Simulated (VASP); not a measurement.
# Hf (I4_1/amd) in VASP: further runs

The runs below take Hf through single point, with PBE.

Program: VASP 6.6.1. These are calculated values, not measurements. Logs are shortened: lines on timing, memory, paths and dates and some standing lists are left out, and cuts for length are marked.

### Step 1. The cell of the first run

It takes space group I4_1/amd (No. 141, tetragonal). The conventional cell has a = 4.131 Å, b = 4.131 Å, c = 2.262 Å, α = 90.00°, β = 90.00°, γ = 90.00°. Within 2.8 Å of Hf (site symmetry -4m2) lie 10 Hf at 2.14 to 2.67 Å.

### Step 2. Single point, PBE

INCAR reads:

```
PREC = Accurate
ENCUT = 520
EDIFF = 1E-6
ISMEAR = -1
SIGMA = 0.08
LREAL = False
LASPH = True
NELM = 80
ALGO = Normal
ISIF = 2
LWAVE = False
LCHARG = True
GGA = PE
LELF = True
LVHAR = True
NBANDS = 17
```

KPOINTS reads:

```
regular mesh
0
Gamma
  19 19 19
```

POSCAR reads:

```
Hf
1.0
   -2.0657231039      2.0657231039      1.1309007645
    2.0657231039     -2.0657231039      1.1309007645
    2.0657231039      2.0657231039     -1.1309007645
Hf
2
Direct
   -0.3750000000     -0.1250000000     -0.2500000000
    0.3750000000      0.1250000000      0.2500000000
```

Potentials or basis: VASP PAW PBE potentials, release 64 (Hf_pv).

Command:

```console
> cat potpaw_PBE.64/Hf_pv/POTCAR > POTCAR
> mpirun -np 1 vasp_std > vasp.out
```

OUTCAR:

```text
PREC = Accurate
   ENCUT = 520
   EDIFF = 1E-6
   ISMEAR = -1
   LREAL = False
   LASPH = True
   NELM = 80
   ISIF = 2
   GGA = PE

 ion  position               nearest neighbor table
   1  0.625  0.875  0.750-   2 2.14   2 2.14   2 2.14   2 2.14   2 2.67   2 2.67   2 2.67   2 2.67
                             2 3.50   2 3.50
   2  0.375  0.125  0.250-   1 2.14   1 2.14   1 2.14   1 2.14   1 2.67   1 2.67   1 2.67   1 2.67
                             1 3.50   1 3.50

  LATTYP: Found a body centered tetragonal cell.
 ALAT       =     4.1314462078
 C/A-ratio  =     0.5474599971

  Lattice vectors:

 A1 = (  -2.0657231039,   2.0657231039,   1.1309007645)
 A2 = (   2.0657231039,  -2.0657231039,   1.1309007645)
 A3 = (   2.0657231039,   2.0657231039,  -1.1309007645)

Analysis of symmetry for initial positions (statically):
=====================================================================
 Subroutine PRICEL returns:
 Original cell was already a primitive cell.

 Routine SETGRP: Setting up the symmetry group for a
 body centered tetragonal supercell.

 Subroutine GETGRP returns: Found 16 space group operations
 (whereof  4 operations were pure point group operations)
 out of a pool of 16 trial point group operations.

The static configuration has the point symmetry C_2h.
 The point group associated with its full space group is D_4h.

Analysis of symmetry for dynamics (positions and initial velocities):
=====================================================================
 Subroutine PRICEL returns:
 Original cell was already a primitive cell.

 Routine SETGRP: Setting up the symmetry group for a
 body centered tetragonal supercell.

 Subroutine GETGRP returns: Found 16 space group operations
 (whereof  4 operations were pure point group operations)
 out of a pool of 16 trial point group operations.

The dynamic configuration has the point symmetry C_2h.
 The point group associated with its full space group is D_4h.

 Subroutine INISYM returns: Found 16 space group operations
 (whereof  4 operations are pure point group operations),
 and found     1 'primitive' translations

----------------------------------------------------------------------------------------

                                     Primitive cell

  volume of cell :      19.3032

  direct lattice vectors                    reciprocal lattice vectors
    -2.065723104  2.065723104  1.130900764     0.000000000  0.242045993  0.442125442
     2.065723104 -2.065723104  1.130900764     0.242045993  0.000000000  0.442125442
     2.065723104  2.065723104 -1.130900764     0.242045993  0.242045993  0.000000000

  length of vectors
     3.132628357  3.132628357  3.132628357     0.504044808  0.504044808  0.342304726

  position of ions in fractional coordinates (direct lattice)
     0.625000000  0.875000000  0.750000000
     0.375000000  0.125000000  0.250000000

  ion indices of the primitive-cell ions
   primitive index   ion index
                 1           1
                 2           2

----------------------------------------------------------------------------------------

 KPOINTS: regular mesh

Automatic generation of k-mesh.
 Grid dimensions read from file:
 generate k-points for:   19   19   19

 Generating k-lattice:

  Cartesian coordinates                     Fractional coordinates (reciprocal lattice)
     0.000000000  0.012739263  0.023269760     0.052631579  0.000000000 -0.000000000
     0.012739263  0.000000000  0.023269760     0.000000000  0.052631579 -0.000000000
     0.012739263  0.012739263  0.000000000     0.000000000  0.000000000  0.052631579

  Length of vectors
     0.026528674  0.026528674  0.018016038

  Shift w.r.t. Gamma in fractional coordinates (k-lattice)
     0.000000000  0.000000000  0.000000000

 Subroutine IBZKPT returns following result:
 ===========================================

 Found    550 irreducible k-points:

 Following reciprocal coordinates:
            Coordinates               Weight
  0.000000  0.000000  0.000000      1.000000
  0.052632 -0.000000  0.000000      8.000000
  0.105263 -0.000000  0.000000      8.000000
  0.157895 -0.000000  0.000000      8.000000
  0.210526 -0.000000  0.000000      8.000000
  0.263158  0.000000  0.000000      8.000000
[... 16 lines left out ...]
 -0.315789  0.052632 -0.000000     16.000000
 -0.263158  0.052632 -0.000000     16.000000
 [... further k-points ...]
   k-points           NKPTS =    550   k-points in BZ     NKDIM =    550   number of bands    NBANDS=     17
   number of dos      NEDOS =    301   number of ions     NIONS =      2
   total plane-waves  NPLWV =  13824
   dimension x,y,z NGX =    24 NGY =   24 NGZ =   24
   dimension x,y,z NGXF=    48 NGYF=   48 NGZF=   48
   ions per type =               2
   NGX,Y,Z   is equivalent  to a cutoff of  12.74, 12.74, 12.74 a.u.
   NGXF,Y,Z  is equivalent  to a cutoff of  25.47, 25.47, 25.47 a.u.
 SYSTEM =  unknown system
   PREC   = accura    normal or accurate (medium, high low for compatibility)
   ISTART =      0    job   : 0-new  1-cont  2-samecut
   ICHARG =      2    charge: 1-file 2-atom 10-const
   ISPIN  =      1    spin polarized calculation?
   LNONCOLLINEAR =      F non collinear calculations
   LSORBIT =      F    spin-orbit coupling
   LASPH  =      T    aspherical Exc in radial PAW
   ENCUT  =  520.0 eV  38.22 Ry    6.18 a.u.   5.82  5.82  5.82*2*pi/ulx,y,z
   NELM   =     80;   NELMIN=  2; NELMDL= -5     # of ELM steps
   EDIFF  = 0.1E-05   stopping-criterion for ELM
   LREAL  =      F    real-space projection
   EDIFFG = 0.1E-04   stopping-criterion for IOM
   NSW    =      0    number of steps for IOM
   IBRION =     -1    ionic relax: 0-MD 1-quasi-New 2-CG
   NFREE  =      0    steps in history (QN), initial steepest desc. (CG)
   ISIF   =      2    stress and relaxation
   ISYM   =      2    0-nonsym 1-usesym 2-fastsym
   POTIM  = 0.5000    time-step for ionic-motion
   TEBEG  =    0.0;   TEEND  =   0.0 temperature during run
   PSTRESS=    0.0 pullay stress
   NELECT =      20.0000    total number of electrons
   NUPDOWN=      -1.0000    fix difference up-down
   EMIN   =  10.00;   EMAX   =-10.00  energy-range for DOS
   EFERMI =   0.00;   METHOD = LEGACY
   ISMEAR =    -1;   SIGMA  =   0.08  broadening in eV -4-tet -1-fermi 0-gaus
   EFERMI_NEDOS =   21; number of points for ismear=-14 and -15
   IALGO  =     38    algorithm
   IMIX   =      4    mixing-type and parameters
     AMIX     =   0.40;   BMIX     =  1.00
     AMIX_MAG =   1.60;   BMIX_MAG =  1.00
  volume/ion in A,a.u.               =       9.65        65.13
  Fermi-wavevector in a.u.,A,eV,Ry     =   1.656565  3.130455 37.337231  2.744209
  Thomas-Fermi vector in A             =   2.744468
   LORBIT       =      0    0 simple, 1 ext, 2 COOP (PROOUT), +10 PAW based schemes
   GGA     = PE    functional components
   LHFCALC =     F    Hartree Fock is set to
   AEXX    =    0.0000 exact exchange contribution
   IVDW    =     0    specifies the selected vdW correction
   LEPSILON=     F    determine dielectric tensor
   LRPA    =     F    only Hartree local field effects (RPA)
 non-spin polarized calculation
  energy-cutoff  :      520.00
  volume of cell :       19.30
 maximum number of plane-waves:       532
   NGX = 11   NGY = 11   NGZ = 11

 number of electron      20.0000006 magnetization

 Free energy of the ion-electron system (eV)
  ---------------------------------------------------
  ext. energy  EPLUGINS =         0.00000000
  ---------------------------------------------------
  free energy    TOTEN  =        -1.97766734 eV

  energy without entropy =       -1.95791435  energy(sigma->0) =       -1.96779084

 E-fermi :  12.2294     XC(G=0): -15.7359

 val. band max:       12.2199747191   @ k =  -0.2632  -0.4211   0.2105
 cond. band min:      12.2305839727   @ k =  -0.3158  -0.4737   0.2105
 fundamental gap:      0.0106092537
 Fermi energy:        12.2294287048

 k-point     1 :       0.0000    0.0000    0.0000
  band No.  band energies     occupation
      1     -21.9195      2.00000
      2     -21.9195      2.00000
      3     -14.9400      2.00000
      4     -14.8379      2.00000
      5     -14.6889      2.00000
      6     -14.6889      2.00000
[... 9 lines left out ...]
     16      26.5990      0.00000
     17      27.2199      0.00000

 k-point     2 :       0.0526   -0.0000    0.0000
  band No.  band energies     occupation
      1     -21.9061      2.00000
      2     -21.8477      2.00000
      3     -15.2267      2.00000
      4     -15.0989      2.00000
      5     -14.6990      2.00000
      6     -14.6812      2.00000
[... 9 lines left out ...]
     16      26.5985      0.00000
     17      27.2137      0.00000

 k-point     3 :       0.1053   -0.0000    0.0000
  band No.  band energies     occupation
      1     -21.8664      2.00000
      2     -21.6402      2.00000
      3     -15.9532      2.00000
      4     -15.7603      2.00000
      5     -14.8423      2.00000
      6     -14.6605      2.00000
[... 9 lines left out ...]
     16      26.5970      0.00000
     17      27.1963      0.00000

 k-point     4 :       0.1579   -0.0000    0.0000
  band No.  band energies     occupation
      1     -21.8019      2.00000
      2     -21.3233      2.00000
      3     -17.0062      2.00000
      4     -16.6064      2.00000
      5     -15.1067      2.00000
      6     -14.6327      2.00000
[... 9 lines left out ...]
     16      26.6024      0.00000
     17      27.1775      0.00000
[... 343 lines left out ...]
      1     -21.6054      2.00000
      2     -20.9494      2.00000
      3     -20.0566      2.00000
      4     -18.2092      2.00000
      5     -16.5709      2.00000
      6     -14.5719      2.00000
[... 9 lines left out ...]
     16      22.4683      0.00000
     17      26.6689      0.00000

 k-point    23 :      -0.3158    0.0526   -0.0000
  band No.  band energies     occupation
      1     -21.6884      2.00000
      2     -20.5057      2.00000
      3     -19.4129      2.00000
      4     -18.0650      2.00000
      5     -16.1987      2.00000
      6     -14.5782      2.00000
[... 9 lines left out ...]
     16      24.1977      0.00000
     17      26.7112      0.00000

 k-point    24 :      -0.2632    0.0526   -0.0000
  band No.  band energies     occupation
      1     -21.7798      2.00000
      2     -20.6746      2.00000
      3     -18.3915      2.00000
      4     -17.4293      2.00000
      5     -15.7844      2.00000
      6     -14.6015      2.00000
[... 9 lines left out ...]
     16      25.5785      0.00000
     17      26.6410      0.00000

 [... further k-points ...]

------------------------ aborting loop because EDIFF is reached ----------------------------------------

  FORCE on cell =-STRESS in cart. coord.  units (eV):
  Direction    XX          YY          ZZ          XY          YZ          ZX
  --------------------------------------------------------------------------------------
  -------------------------------------------------------------------------------------
  Total       50.4079650     50.4079650     50.8051717      0.0000000      0.0000000      0.0000000
  in kB     4183.8975798   4183.8975798   4216.8660267      0.0000000      0.0000000      0.0000000
  external PRESSURE =    4194.8870621 kB  Pullay stress =       0.0000000 kB

 VOLUME and BASIS-vectors are now :
 -----------------------------------------------------------------------------
  energy-cutoff  :      520.00
  volume of cell :       19.30
      direct lattice vectors                 reciprocal lattice vectors
    -2.065723104  2.065723104  1.130900764     0.000000000  0.242045993  0.442125442
     2.065723104 -2.065723104  1.130900764     0.242045993  0.000000000  0.442125442
     2.065723104  2.065723104 -1.130900764     0.242045993  0.242045993  0.000000000

 POSITION                                       TOTAL-FORCE (eV/Angst)
 -----------------------------------------------------------------------------------
      2.06572      1.03286      0.84818        -0.000000      0.000000      0.000000
      0.00000      1.03286      0.28273         0.000000     -0.000000     -0.000000
 -----------------------------------------------------------------------------------
    total drift:                               -0.000000      0.000000      0.000000

  FREE ENERGIE OF THE ION-ELECTRON SYSTEM (eV)
  ---------------------------------------------------
  free  energy   TOTEN  =        -1.9776673359 eV

  energy  without entropy=       -1.9579143479  energy(sigma->0) =       -1.96779084
```

Run time: 2.4 min. Hardware: 1 thread of Intel Xeon Platinum 8259CL at 2.50GHz (Skylake/Cascade Lake), shared host; peak memory 0.27 GiB.

Results:

| Property | Result |
| --- | --- |
| Free energy | -1.9777 eV |
| Pressure | 419.5 GPa |
| Band gap on the k mesh | zero (band 10 reaches 13.89 eV, above the bottom of band 11 at 9.65 eV) |

Stress tensor (GPa, compression positive):
```
418.39   0.00   0.00
  0.00 418.39   0.00
  0.00   0.00 421.69
```

Caveat: spin-orbit coupling is left out, which moves the levels of the heavy elements.

### Step 3. Single point, PBE

INCAR reads:

```
  PREC = Accurate
  ENCUT = 520
  EDIFF = 1E-6
  ISMEAR = -1
  SIGMA = 0.08
  LREAL = F
  LASPH = T
  NELM = 60
  ALGO = Normal
  ISIF = 2
  LWAVE = F
  LCHARG = F
  GGA = PE
  NBANDS = 17
```

KPOINTS is that of step 2.

POSCAR reads:

```
Hf
1.0
   -2.0661102770      2.0661102770      1.1312432119
    2.0661102770     -2.0661102770      1.1312432119
    2.0661102770      2.0661102770     -1.1312432119
Hf
2
Direct
   -0.3750000000     -0.1250000000     -0.2500000000
    0.3750000000      0.1250000000      0.2500000000
```

Potentials or basis: VASP PAW PBE potentials, release 64 (Hf_pv).

Command:

```console
> cat potpaw_PBE.64/Hf_pv/POTCAR > POTCAR
> mpirun -np 1 vasp_std > vasp.out
```

Wall time 2 min (1 thread of Intel Xeon Platinum 8259CL at 2.50GHz (Skylake/Cascade Lake), shared host); peak memory 0.26 GiB.

Results (log left out):

| Property | Result |
| --- | --- |
| Free energy | -2.0119 eV |
| Pressure | 418.5 GPa |
| Band gap on the k mesh | zero (band 10 reaches 13.88 eV, above the bottom of band 11 at 9.65 eV) |

Stress tensor (GPa, compression positive):
```
417.49   0.00   0.00
  0.00 417.49   0.00
  0.00   0.00 420.63
```

Levels at points of the mesh, in eV from the Fermi level:
```
           k point  band 7  band 8  band 9  band 10  band 11  band 12  band 13  band 14
(0.00, 0.00, 0.00)  -10.41   -7.34   -4.36    -3.10    -1.82     5.23     5.23     6.13
```

Caveat: spin-orbit coupling is left out, which moves the levels of the heavy elements.
